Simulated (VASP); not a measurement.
# Li (P1) in VASP: a series of runs, part 2 of 2

VASP 6.6.1. The steps go on from the part before.

### Step 3. Single point, PBE

File INCAR:

```
SYSTEM = Li
ALGO = Normal
EDIFF = 1E-6
ENCUT = 520
GGA = PE
ISIF = 2
ISMEAR = -1
LASPH = .True.
LCHARG = .True.
LELF = .True.
LREAL = Auto
LVHAR = .True.
LWAVE = .False.
NBANDS = 38
NELM = 100
PREC = Accurate
SIGMA = 0.16
```

File KPOINTS:

```
k-points
0
Gamma
  2 2 2
  0 0 0
```

File POSCAR:

```
Li
1.0
    7.3128730000      0.0000000000      0.0000000000
    0.0000000000      7.3128730000      0.0000000000
    0.0000000000      0.0000000000      7.3128730000
Li
16
Direct
    0.0136608416     -0.0746355092      0.0910722776
    0.4326206677     -0.1516640587      0.0988394028
    0.0673059685      0.3834881311      0.1221134293
    0.0753876076     -0.0415158311      0.5385161208
    0.2597884580      0.1094645018      0.3241544055
    0.5380375128      0.4520795042      0.0510196198
    0.6412527607     -0.0047040336      0.5981370113
    0.8501856931      0.1913885281      0.3383759023
    0.0992086147      0.4056408473      0.5608466057
    0.2234826176      0.6383400888      0.3003607474
    0.3065553032      0.1543442639      0.8508694189
    0.5931321384      0.4508624722      0.5660976199
    0.8090527485      0.7017214712      0.3387724633
    0.7712563858      0.2337658537      0.8737332099
    0.2297045224      0.6664685685      0.8166421050
    0.7521530868      0.7179941454      0.8368803889
```

Potentials or basis: VASP PAW PBE potentials, release 64 (Li_sv).

Launch:

```bash
> cat potpaw_PBE.64/Li_sv/POTCAR > POTCAR
> mpirun -np 1 vasp_std > vasp.out
```

OUTCAR:

```text
SYSTEM = Li
   EDIFF = 1E-6
   ENCUT = 520
   GGA = PE
   ISIF = 2
   ISMEAR = -1
   LASPH = .True.
   LREAL = Auto
   NELM = 100
   PREC = Accurate

 ion  position               nearest neighbor table
   1  0.014  0.925  0.091-
   2  0.433  0.848  0.099-
   3  0.067  0.383  0.122-  10 2.54
   4  0.075  0.958  0.539-   5 2.34
   5  0.260  0.109  0.324-   4 2.34
   6  0.538  0.452  0.051-
   7  0.641  0.995  0.598-
   8  0.850  0.191  0.338-
[... 527 lines left out ...]
  -------------------------------------------------------------------------------------
  Total       -3.3508875     -1.4342567     -1.2622111      1.2553364     -0.1382370     -0.8441503
  in kB      -13.7279703     -5.8758861     -5.1710468      5.1428827     -0.5663316     -3.4583289
  external PRESSURE =      -8.2583011 kB  Pullay stress =       0.0000000 kB

 VOLUME and BASIS-vectors are now :
 -----------------------------------------------------------------------------
  energy-cutoff  :      520.00
  volume of cell :      391.08
      direct lattice vectors                 reciprocal lattice vectors
     7.312873000  0.000000000  0.000000000     0.136745162  0.000000000  0.000000000
     0.000000000  7.312873000  0.000000000     0.000000000  0.136745162  0.000000000
     0.000000000  0.000000000  7.312873000     0.000000000  0.000000000  0.136745162

 POSITION                                       TOTAL-FORCE (eV/Angst)
 -----------------------------------------------------------------------------------
      0.09990      6.76707      0.66600        -0.003963      0.043141     -0.232325
      3.16370      6.20377      0.72280         0.509158      0.271099     -0.085717
      0.49220      2.80440      0.89300        -0.067829      0.105505     -0.470528
      0.55130      7.00927      3.93810        -0.403966     -0.459305      0.655731
      1.89980      0.80050      2.37050         0.691978      0.530054     -0.293939
      3.93460      3.30600      0.37310        -0.251540     -0.016784      0.353240
[... 8 lines left out ...]
      1.67980      4.87380      5.97200         0.097824      0.061348      0.040362
      5.50040      5.25060      6.12000         0.290626     -0.144104      0.088117
 -----------------------------------------------------------------------------------
    total drift:                                0.002943     -0.015036      0.013997

  FREE ENERGIE OF THE ION-ELECTRON SYSTEM (eV)
  ---------------------------------------------------
  free  energy   TOTEN  =       -28.4668478820 eV

  energy  without entropy=      -27.6303428439  energy(sigma->0) =      -28.04859536
```

OSZICAR:

```text
N       E                     dE             d eps       ncg     rms          rms(c)
DAV:   1     0.270570283355E+03    0.27057E+03   -0.21370E+04   640   0.123E+03
DAV:   2     0.458379384548E+02   -0.22473E+03   -0.20998E+03   608   0.331E+02
DAV:   3    -0.113847828911E+02   -0.57223E+02   -0.55237E+02  1114   0.821E+01
DAV:   4    -0.255605097026E+02   -0.14176E+02   -0.13936E+02  1040   0.671E+01
DAV:   5    -0.291340693691E+02   -0.35736E+01   -0.35716E+01  1082   0.209E+01    0.261E+00
DAV:   6    -0.285235460480E+02    0.61052E+00   -0.16285E+00   800   0.656E+00    0.104E+00
DAV:   7    -0.284708097552E+02    0.52736E-01   -0.37044E-01  1064   0.215E+00    0.353E-01
DAV:   8    -0.284672880157E+02    0.35217E-02   -0.51673E-02   952   0.791E-01    0.157E-01
DAV:   9    -0.284669088525E+02    0.37916E-03   -0.65197E-03   920   0.270E-01    0.850E-02
DAV:  10    -0.284668607142E+02    0.48138E-04   -0.13251E-03   872   0.117E-01    0.243E-02
DAV:  11    -0.284668527727E+02    0.79415E-05   -0.21712E-04   968   0.491E-02    0.120E-02
DAV:  12    -0.284668499040E+02    0.28687E-05   -0.21007E-05   928   0.211E-02    0.474E-03
DAV:  13    -0.284668479140E+02    0.19900E-05   -0.31820E-06   688   0.891E-03    0.917E-04
DAV:  14    -0.284668478820E+02    0.31966E-07   -0.11335E-06   512   0.443E-03
   1 F= -.28466848E+02 E0= -.28048595E+02  d E =-.836505E+00
```

stdout:

```text
POSCAR found type information on POSCAR Li
 POSCAR found :  1 types and      16 ions
 scaLAPACK will be used
 LDA part: xc-table for (Slater+PW92), standard interpolation
 POSCAR, INCAR and KPOINTS ok, starting setup
 FFT: planning ... GRIDC
 FFT: planning ... GRID_SOFT
 FFT: planning ... GRID
 WAVECAR not read
 entering main loop
```

It took 91 s on 1 thread of Intel Xeon Platinum 8488C (Sapphire Rapids), shared host; peak memory 0.38 GiB.

What came out:

```yaml
Free_energy: -28.4668 eV
Largest_force: 0.920 eV/Å
Band_gap_on_the_k_mesh: zero (band 24 reaches 0.34 eV, above the bottom of band 25 at -0.30 eV)
```

Forces in eV/Å, atoms in the order of the input:
```
Li  -0.004  0.043 -0.232
Li   0.509  0.271 -0.086
Li  -0.068  0.106 -0.471
Li  -0.404 -0.459  0.656
Li   0.692  0.530 -0.294
Li  -0.252 -0.017  0.353
Li  -0.432 -0.106 -0.146
Li  -0.375  0.058 -0.113
Li  -0.333 -0.211  0.213
Li   0.208  0.244  0.284
Li  -0.020  0.044 -0.087
Li  -0.341 -0.089 -0.031
Li   0.028 -0.108 -0.080
Li   0.403 -0.224 -0.094
Li   0.098  0.061  0.040
Li   0.291 -0.144  0.088
```

Caveat: the k points lie up to 0.43 Å⁻¹ apart; the cutoff is under 1.25 times the usual one of these potentials, so pressure, stress and relaxed cells hold a basis-set (Pulay) error.

### Step 4. Single point, PBE

File INCAR:

```
ALGO = Normal ; EDIFF = 1E-6
ENCUT = 520 ; GGA = PE
ISIF = 2 ; ISMEAR = -1
LASPH = True ; LCHARG = False
LREAL = Auto ; LWAVE = False
NBANDS = 38 ; NELM = 100
PREC = Accurate ; SIGMA = 0.16
```

File KPOINTS:

```
k-points
0
Gamma
  2 2 2
```

File POSCAR:

```
Li
1.0
    7.3128730000      0.0000000000      0.0000000000
    0.0000000000      7.3128730000      0.0000000000
    0.0000000000      0.0000000000      7.3128730000
Li
16
Direct
   -0.1103943689     -0.0472591278      0.2241526689
    0.4294071564     -0.0127719981      0.2049126246
    0.0193357658      0.4052442863      0.1653932729
    0.0543425272      0.1132933664      0.5240895063
    0.2669402299      0.3705246898      0.5289986576
    0.5839565380      0.4370375364      0.1645454529
    0.5394596624     -0.0325453485      0.6462439591
    0.7042922802      0.2754457790      0.4601748177
   -0.0407637327      0.4149805418      0.7025009186
    0.1660633242      0.8444423963      0.5951286177
    0.3455823723      0.1993197475      0.8579117947
    0.6031145351      0.5588364518      0.6811960224
    0.8241630888      0.5964687203      0.3228826755
    0.8158763321      0.0916192583      0.8051828604
    0.3282430859      0.7668258426      0.9683608617
    0.9041726829      0.7465875587      0.8919339909
```

Launch:

```bash
> cat potpaw_PBE.64/Li_sv/POTCAR > POTCAR
> mpirun -np 1 vasp_std > vasp.out
```

It took 88 s on 1 thread of Intel Xeon Platinum 8488C (Sapphire Rapids), shared host; peak memory 0.37 GiB.

It converged, with:

| Quantity | Value |
| --- | --- |
| Free energy | -26.8536 eV |
| Largest force | 1.351 eV/Å |
| Band gap on the k mesh | zero (band 24 reaches 0.30 eV, above the bottom of band 25 at -0.32 eV) |

Forces in eV/Å, atoms in the order of the input:
```
Li  -0.035  0.288 -0.067
Li   0.193  0.395  0.621
Li   0.554 -0.590 -0.454
Li  -0.358  0.339 -0.403
Li   0.664  0.447 -0.457
Li  -0.512 -0.177 -0.724
Li  -0.082 -0.262 -0.418
Li  -0.044 -0.529  0.035
Li   0.038  0.397  0.279
Li   0.222 -1.048  0.057
Li  -0.233  0.084  0.121
Li  -0.238  0.104  0.173
Li   0.112  0.974  0.930
Li   0.052  0.304  0.589
Li  -0.247 -0.503 -0.373
Li  -0.087 -0.224  0.091
```

Levels at points of the mesh, in eV from the Fermi level:
```
           k point  band 21  band 22  band 23  band 24  band 25  band 26  band 27  band 28
(0.00, 0.00, 0.00)    -0.86    -0.81    -0.72     0.32     0.45     0.69     0.76     0.95
(0.50, 0.00, 0.00)    -0.51    -0.45    -0.37    -0.32    -0.20     0.07     0.95     1.15
(0.00, 0.50, 0.00)    -0.52    -0.45    -0.43    -0.39    -0.29    -0.17     0.95     1.23
(0.00, 0.00, 0.50)    -0.61    -0.51    -0.43    -0.33    -0.28     0.05     1.20     1.29
(0.50, 0.50, 0.00)    -0.29    -0.13    -0.09     0.05     0.13     0.25     0.37     0.71
(0.00, 0.50, 0.50)    -0.42    -0.28    -0.06    -0.01     0.19     0.37     0.59     0.83
(0.50, 0.00, 0.50)    -0.35    -0.16    -0.05     0.05     0.13     0.24     0.52     0.56
(0.50, 0.50, 0.50)    -1.45    -1.39    -1.26    -1.12     1.44     1.59     1.78     1.93
```

Caveat: the k points lie up to 0.43 Å⁻¹ apart; the cutoff is under 1.25 times the usual one of these potentials, so pressure, stress and relaxed cells hold a basis-set (Pulay) error; forces of over 1 eV/Å act on the atoms, so gaps and moduli don't describe the material at rest.
